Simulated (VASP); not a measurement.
# Al (P6_3/mmc) in VASP: further runs

Al is run at these levels: PBE; tasks: single point, relaxation of cell and atoms.

All numbers are computed with VASP 6.6.1; they aren't measurements. Logs are shortened: lines on timing, memory, paths and dates and some standing lists are left out, and cuts for length are marked.

## (1) The cell of the first run

It takes space group P6_3/mmc (No. 194, hexagonal). The conventional cell has a = 2.918 Å, b = 2.918 Å, c = 9.700 Å, α = 90.00°, β = 90.00°, γ = 120.00°. Within 3.8 Å of Al (site symmetry -3m) lie 12 Al at 2.92 to 2.95 Å. Al (site symmetry -6m2) has 12 Al at 2.92 to 2.95 Å within 3.8 Å.

This isn't the form of Al at room conditions, which is fcc.

## (2) Single point, PBE (17.89 Å³/atom)

INCAR

```
SYSTEM = Al
ALGO = Normal ; EDIFF = 1E-6
ENCUT = 520 ; GGA = PE
ISIF = 2 ; ISMEAR = -1
LASPH = .TRUE. ; LCHARG = .FALSE.
LREAL = .FALSE. ; LWAVE = .FALSE.
NBANDS = 14 ; NELM = 100
PREC = Accurate ; SIGMA = 0.1
```

KPOINTS

```
k-points
0
G
  17 17 5
  0 0 0
```

POSCAR

```
Al
1.0
    2.9184381698      0.0000000000      0.0000000000
   -1.4592190849      2.5274415944      0.0000000000
    0.0000000000      0.0000000000      9.6997670848
Al
4
Direct
    0.0000000000      0.0000000000      1.0000000000
    0.0000000000      0.0000000000      0.5000000000
    0.3333333333      0.6666666667      0.2500000000
    0.6666666667      0.3333333333      0.7500000000
```

Potentials or basis: VASP PAW PBE potentials, release 64 (Al).

Launch:

```console
cat potpaw_PBE.64/Al/POTCAR > POTCAR
mpirun -np 1 vasp_std > vasp.out
```

OUTCAR:

```text
SYSTEM = Al
   EDIFF = 1E-6
   ENCUT = 520
   GGA = PE
   ISIF = 2
   ISMEAR = -1
   LASPH = .TRUE.
   LREAL = .FALSE.
   NELM = 100
   PREC = Accurate

 ion  position               nearest neighbor table
   1  0.000  0.000  0.000-   3 2.95   4 2.95   3 2.95   4 2.95   4 2.95   3 2.95
   2  0.000  0.000  0.500-   3 2.95   4 2.95   3 2.95   4 2.95   4 2.95   3 2.95
   3  0.333  0.667  0.250-   1 2.95   2 2.95   1 2.95   2 2.95   1 2.95   2 2.95
   4  0.667  0.333  0.750-   1 2.95   2 2.95   1 2.95   2 2.95   1 2.95   2 2.95

  LATTYP: Found a hexagonal cell.
 ALAT       =     2.9184381698
 C/A-ratio  =     3.3236157563

  Lattice vectors:

 A1 = (   2.9184381698,   0.0000000000,   0.0000000000)
 A2 = (  -1.4592190849,   2.5274415944,   0.0000000000)
 A3 = (   0.0000000000,   0.0000000000,   9.6997670848)

Analysis of symmetry for initial positions (statically):
=====================================================================
 Subroutine PRICEL returns:
 Original cell was already a primitive cell.

 Routine SETGRP: Setting up the symmetry group for a
 hexagonal supercell.

 Subroutine GETGRP returns: Found 24 space group operations
 (whereof 12 operations were pure point group operations)
 out of a pool of 24 trial point group operations.

The static configuration has the point symmetry D_3d.
 The point group associated with its full space group is D_6h.

Analysis of symmetry for dynamics (positions and initial velocities):
=====================================================================
 Subroutine PRICEL returns:
 Original cell was already a primitive cell.

 Routine SETGRP: Setting up the symmetry group for a
 hexagonal supercell.

 Subroutine GETGRP returns: Found 24 space group operations
 (whereof 12 operations were pure point group operations)
 out of a pool of 24 trial point group operations.

The dynamic configuration has the point symmetry D_3d.
 The point group associated with its full space group is D_6h.

 Subroutine INISYM returns: Found 24 space group operations
 (whereof 12 operations are pure point group operations),
 and found     1 'primitive' translations

----------------------------------------------------------------------------------------

                                     Primitive cell

  volume of cell :      71.5472

  direct lattice vectors                    reciprocal lattice vectors
     2.918438170  0.000000000  0.000000000     0.342649027  0.197828508  0.000000000
    -1.459219085  2.527441594  0.000000000     0.000000000  0.395657016  0.000000000
[... 105 lines left out ...]
   EFERMI_NEDOS =   21; number of points for ismear=-14 and -15
   IALGO  =     38    algorithm
   IMIX   =      4    mixing-type and parameters
     AMIX     =   0.40;   BMIX     =  1.00
     AMIX_MAG =   1.60;   BMIX_MAG =  1.00
  volume/ion in A,a.u.               =      17.89       120.71
  Fermi-wavevector in a.u.,A,eV,Ry     =   0.902826  1.706095 11.090049  0.815096
  Thomas-Fermi vector in A             =   2.026077
   LORBIT       =      0    0 simple, 1 ext, 2 COOP (PROOUT), +10 PAW based schemes
   GGA     = PE    functional components
   LHFCALC =     F    Hartree Fock is set to
   AEXX    =    0.0000 exact exchange contribution
   IVDW    =     0    specifies the selected vdW correction
   LEPSILON=     F    determine dielectric tensor
   LRPA    =     F    only Hartree local field effects (RPA)
 non-spin polarized calculation
  energy-cutoff  :      520.00
  volume of cell :       71.55
 maximum number of plane-waves:      1974
 NGX is ok and might be reduce to    24
   NGX = 11   NGY = 11   NGZ = 37

 number of electron      12.0000000 magnetization

 Free energy of the ion-electron system (eV)
  ---------------------------------------------------
  ext. energy  EPLUGINS =         0.00000000
  ---------------------------------------------------
  free energy    TOTEN  =       -14.86912168 eV

  energy without entropy =      -14.81346878  energy(sigma->0) =      -14.84129523

 E-fermi :   7.1765     XC(G=0):  -9.9087

 val. band max:        7.1523643063   @ k =   0.2353   0.2353   0.4000
 cond. band min:       7.1820209143   @ k =   0.1176   0.0000   0.4000
 fundamental gap:      0.0296566080
 Fermi energy:         7.1765452735

 k-point     1 :       0.0000    0.0000    0.0000
  band No.  band energies     occupation
      1      -3.4066      2.00000
      2      -1.8435      2.00000
      3      -1.8392      2.00000
      4       2.7008      2.00000
      5       2.8267      2.00000
      6      10.1492      0.00000
      7      10.1585      0.00000
      8      17.4670      0.00000
      9      17.4670      0.00000
     10      17.7262      0.00000
     11      17.7262      0.00000
     12      18.7831      0.00000
     13      18.7952      0.00000
     14      18.8361      0.00000
[... 377 lines left out ...]
      1      -1.2568      2.00000
      2       0.2855      2.00000
      3       0.2881      2.00000
      4       4.7814      2.00000
      5       4.8392      2.00000
      6       9.1336      0.00000
      7       9.2329      0.00000
      8      10.3767      0.00000
      9      10.4655      0.00000
     10      10.6347      0.00000
     11      11.0234      0.00000
     12      12.2768      0.00000
     13      12.4513      0.00000
     14      14.8175      0.00000

 [... further k-points ...]

------------------------ aborting loop because EDIFF is reached ----------------------------------------

  FORCE on cell =-STRESS in cart. coord.  units (eV):
  Direction    XX          YY          ZZ          XY          YZ          ZX
  --------------------------------------------------------------------------------------
  -------------------------------------------------------------------------------------
  Total       -2.0948354     -2.0948354     -2.3971285      0.0000000      0.0000000     -0.0000000
  in kB      -46.9102297    -46.9102297    -53.6795630      0.0000000      0.0000000     -0.0000000
  external PRESSURE =     -49.1666741 kB  Pullay stress =       0.0000000 kB

 VOLUME and BASIS-vectors are now :
 -----------------------------------------------------------------------------
  energy-cutoff  :      520.00
  volume of cell :       71.55
      direct lattice vectors                 reciprocal lattice vectors
     2.918438170  0.000000000  0.000000000     0.342649027  0.197828508  0.000000000
    -1.459219085  2.527441594  0.000000000     0.000000000  0.395657016  0.000000000
     0.000000000  0.000000000  9.699767085     0.000000000  0.000000000  0.103095259

 POSITION                                       TOTAL-FORCE (eV/Angst)
 -----------------------------------------------------------------------------------
      0.00000      0.00000      0.00000         0.000000      0.000000     -0.000000
      0.00000      0.00000      4.84988         0.000000      0.000000     -0.000000
     -0.00000      1.68496      2.42494        -0.000000     -0.000000     -0.000000
      1.45922      0.84248      7.27483         0.000000      0.000000      0.000000
 -----------------------------------------------------------------------------------
    total drift:                               -0.000000      0.000000      0.000000

  FREE ENERGIE OF THE ION-ELECTRON SYSTEM (eV)
  ---------------------------------------------------
  free  energy   TOTEN  =       -14.8691216827 eV

  energy  without entropy=      -14.8134687814  energy(sigma->0) =      -14.84129523
```

stdout:

```text
POSCAR found type information on POSCAR Al
 POSCAR found :  1 types and       4 ions
 scaLAPACK will be used
 LDA part: xc-table for (Slater+PW92), standard interpolation
 POSCAR, INCAR and KPOINTS ok, starting setup
 FFT: planning ... GRIDC
 FFT: planning ... GRID_SOFT
 FFT: planning ... GRID
 WAVECAR not read
 entering main loop
```

It took 46 s on 1 thread of AMD EPYC 9R45 (Zen 5), shared host; peak memory 0.19 GiB.

Results:

```yaml
Free_energy: -14.8691 eV
Pressure: -4.9 GPa
Band_gap_on_the_k_mesh: zero (bands 6 and 7 overlap by 5.24 eV)
```

Levels at points of the mesh, in eV from the Fermi level:
| k point | band 3 | band 4 | band 5 | band 6 | band 7 | band 8 | band 9 | band 10 |
| --- | --- | --- | --- | --- | --- | --- | --- | --- |
| (0.00, 0.00, 0.00) | -9.02 | -4.48 | -4.35 | 2.97 | 2.98 | 10.29 | 10.29 | 10.55 |

Caveat: the cell stands under tension.

## (3) Single point, PBE (18.55 Å³/atom)

This run uses another cell than the first one, of 18.55 Å³/atom.

INCAR

```
SYSTEM = Al
PREC = Accurate ; ENCUT = 520
EDIFF = 1E-6 ; ISMEAR = -1
SIGMA = 0.1 ; LREAL = .False.
LASPH = .True. ; NELM = 100
ALGO = Normal ; ISIF = 2
LWAVE = .False. ; LCHARG = .True.
GGA = PE ; LELF = .True.
LVHAR = .True. ; NBANDS = 14
```

KPOINTS

```
Automatic mesh
0
Gamma
  17 17 5
  0 0 0
```

POSCAR

```
Al
1.0
    2.9540323871      0.0000000000      0.0000000000
   -1.4770161936      2.5582670909      0.0000000000
    0.0000000000      0.0000000000      9.8180685865
Al
4
Direct
    0.0000000000      0.0000000000      1.0000000000
    0.0000000000      0.0000000000      0.5000000000
    0.3333333333      0.6666666667      0.2500000000
    0.6666666667      0.3333333333      0.7500000000
```

Potentials or basis: VASP PAW PBE potentials, release 64 (Al).

Launch:

```console
cat potpaw_PBE.64/Al/POTCAR > POTCAR
mpirun -np 1 vasp_std > vasp.out
```

OUTCAR:

```text
SYSTEM = Al
   PREC = Accurate
   ENCUT = 520
   EDIFF = 1E-6
   ISMEAR = -1
   LREAL = .False.
   LASPH = .True.
   NELM = 100
   ISIF = 2
   GGA = PE

 ion  position               nearest neighbor table
   1  0.000  0.000  0.000-   3 2.99   4 2.99   4 2.99   3 2.99   4 2.99   3 2.99
   2  0.000  0.000  0.500-   3 2.99   4 2.99   4 2.99   3 2.99   4 2.99   3 2.99
   3  0.333  0.667  0.250-   1 2.99   2 2.99   1 2.99   2 2.99   1 2.99   2 2.99
   4  0.667  0.333  0.750-   1 2.99   2 2.99   1 2.99   2 2.99   1 2.99   2 2.99

  LATTYP: Found a hexagonal cell.
 ALAT       =     2.9540323871
 C/A-ratio  =     3.3236157563
[... 608 lines left out ...]
  --------------------------------------------------------------------------------------
  -------------------------------------------------------------------------------------
  Total       -2.9787341     -2.9787341     -3.2599344      0.0000000      0.0000000      0.0000000
  in kB      -64.3213459    -64.3213459    -70.3934490      0.0000000      0.0000000      0.0000000
  external PRESSURE =     -66.3453803 kB  Pullay stress =       0.0000000 kB

 VOLUME and BASIS-vectors are now :
 -----------------------------------------------------------------------------
  energy-cutoff  :      520.00
  volume of cell :       74.20
      direct lattice vectors                 reciprocal lattice vectors
     2.954032387  0.000000000  0.000000000     0.338520324  0.195444800  0.000000000
    -1.477016194  2.558267091  0.000000000     0.000000000  0.390889600  0.000000000
     0.000000000  0.000000000  9.818068587     0.000000000  0.000000000  0.101853027

 POSITION                                       TOTAL-FORCE (eV/Angst)
 -----------------------------------------------------------------------------------
      0.00000      0.00000      0.00000        -0.000000      0.000000      0.000000
      0.00000      0.00000      4.90903        -0.000000      0.000000      0.000000
     -0.00000      1.70551      2.45452         0.000000      0.000000     -0.000000
      1.47702      0.85276      7.36355        -0.000000     -0.000000      0.000000
 -----------------------------------------------------------------------------------
    total drift:                               -0.000000      0.000000      0.000000

  FREE ENERGIE OF THE ION-ELECTRON SYSTEM (eV)
  ---------------------------------------------------
  free  energy   TOTEN  =       -14.7731274390 eV

  energy  without entropy=      -14.7157380848  energy(sigma->0) =      -14.74443276
```

OSZICAR:

```text
N       E                     dE             d eps       ncg     rms          rms(c)
DAV:   1     0.443725405066E+01    0.44373E+01   -0.39903E+03  2772   0.647E+02
DAV:   2    -0.142157184560E+02   -0.18653E+02   -0.17240E+02  3682   0.843E+01
DAV:   3    -0.148544873501E+02   -0.63877E+00   -0.63130E+00  3710   0.124E+01
DAV:   4    -0.148592632309E+02   -0.47759E-02   -0.47742E-02  3340   0.135E+00
DAV:   5    -0.148593211625E+02   -0.57932E-04   -0.57931E-04  3798   0.154E-01    0.224E+00
DAV:   6    -0.148090982670E+02    0.50223E-01   -0.80635E-03  3268   0.510E-01    0.130E+00
DAV:   7    -0.147735089557E+02    0.35589E-01   -0.20248E-02  3324   0.761E-01    0.207E-01
DAV:   8    -0.147731375718E+02    0.37138E-03   -0.25190E-04  3922   0.854E-02    0.208E-02
DAV:   9    -0.147731302542E+02    0.73176E-05   -0.10704E-05  3552   0.163E-02    0.281E-03
DAV:  10    -0.147731288329E+02    0.14214E-05   -0.31829E-07  2424   0.375E-03    0.194E-03
DAV:  11    -0.147731278132E+02    0.10196E-05   -0.31094E-08  2046   0.113E-03    0.707E-04
DAV:  12    -0.147731274390E+02    0.37426E-06   -0.55880E-09  1938   0.451E-04
   1 F= -.14773127E+02 E0= -.14744433E+02  d E =-.573894E-01
```

Wall time 51 s (1 thread of AMD EPYC 9R45 (Zen 5), shared host); peak memory 0.2 GiB.

Results:

```
Free energy            : -14.7731 eV
Pressure               : -6.6 GPa
Band gap on the k mesh : zero (bands 6 and 7 overlap by 5.15 eV)
```

Stress tensor (GPa, compression positive):
```
-6.43  0.00  0.00
 0.00 -6.43  0.00
 0.00  0.00 -7.04
```

Caveat: the cell stands under tension.

## (4) Relaxation of cell and atoms, PBE

This run uses another cell than the first one, of 16.60 Å³/atom.

INCAR

```
  ALGO = Normal
  EDIFF = 1E-6
  EDIFFG = -0.01
  ENCUT = 600
  GGA = PE
  IBRION = 2
  ISIF = 3
  ISMEAR = -1
  LASPH = T
  LCHARG = F
  LREAL = F
  LWAVE = F
  NELM = 60
  NSW = 80
  PREC = Accurate
  SIGMA = 0.1
```

KPOINTS

```
k-points
0
Gamma
  13 13 4
```

POSCAR

```
Al
1.0
    2.8634814820      0.0000000000      0.0000000000
   -1.4317407410      2.4798477067      0.0000000000
    0.0000000000      0.0000000000      9.3521305203
Al
4
Direct
    0.0000000000      0.0000000000      0.0000000000
    0.0000000000      0.0000000000      0.5000000000
    0.3333333333      0.6666666667      0.2500000000
    0.6666666667      0.3333333333      0.7500000000
```

Launch:

```console
cat potpaw_PBE.64/Al/POTCAR > POTCAR
mpirun -np 1 vasp_std > vasp.out
```

It took 70 s on 1 thread of AMD EPYC 9R45 (Zen 5), shared host; peak memory 0.19 GiB.

It converged, with:

* Free energy: -14.9605 eV
* Relaxed volume: 16.54 Å³/atom
* Relaxed cell: a = 2.844 Å, b = 2.844 Å, c = 9.443 Å, α = 90.00°, β = 90.00°, γ = 120.00°
* Space group after relaxing (to 0.1 Å): P6_3/mmc (No. 194)
* Energy gained by relaxing: 0.5 meV/atom
* Ionic steps: 6
* Pressure after relaxing: 0.1 GPa
* Band gap on the k mesh: zero (bands 6 and 7 overlap by 4.97 eV)

Step by step:
```tsv
step	energy change (eV)	largest force (eV/Å)	pressure (GPa)	volume (Å³)
1	0.0000	0.0000	-0.29	66.41
2	-0.0007	0.0000	0.05	66.12
3	-0.0008	0.0000	0.22	65.98
4	-0.0014	0.0000	0.16	66.05
5	-0.0018	0.0000	0.02	66.22
6	-0.0019	0.0000	0.07	66.15
```

Final structure:
```xyz
4
Lattice="2.8442 0.0000 0.0000 -1.4221 2.4632 0.0000 0.0000 0.0000 9.4428" Properties=species:S:1:pos:R:3 pbc="T T T"
Al    0.0000    0.0000    0.0000
Al    0.0000    0.0000    4.7214
Al    0.0000    1.6421    2.3607
Al    1.4221    0.8211    7.0821
```

Levels at points of the mesh, in eV from the Fermi level:
| k point | band 4 | band 5 | band 6 | band 7 | band 8 | band 9 |
| --- | --- | --- | --- | --- | --- | --- |
| (0.00, 0.00, 0.00) | -4.64 | -4.56 | 3.15 | 3.16 | 10.92 | 10.92 |
| (0.00, 0.00, 0.50) | -7.41 | -1.06 | -1.06 | 7.93 | 7.93 | 11.24 |

## (5) Overview

```csv
task,cell,k mesh,cutoff (eV),gap on the mesh (eV),pressure (GPa)
single point,"a = 2.918, b = 2.918, c = 9.700 Å, angles 90.0, 90.0, 120.0°, 4 atoms",17 × 17 × 5,520,none,-4.9
single point,"a = 2.954, b = 2.954, c = 9.818 Å, angles 90.0, 90.0, 120.0°, 4 atoms",17 × 17 × 5,520,none,-6.6
relaxation of cell and atoms,"relaxed from a = 2.863, b = 2.863, c = 9.352 Å, angles 90.0, 90.0, 120.0°, 4 atoms",13 × 13 × 4,600,none,0.1
```

Alike in all rows: level PBE; potentials or basis VASP PAW PBE potentials, release 64 (Al); no spin polarisation; smearing fermi-dirac 0.1 eV.

Caveats: the cell stands under tension (at least some runs).

Total energies depend on the potentials used, so only differences within one code and one set of settings carry meaning.
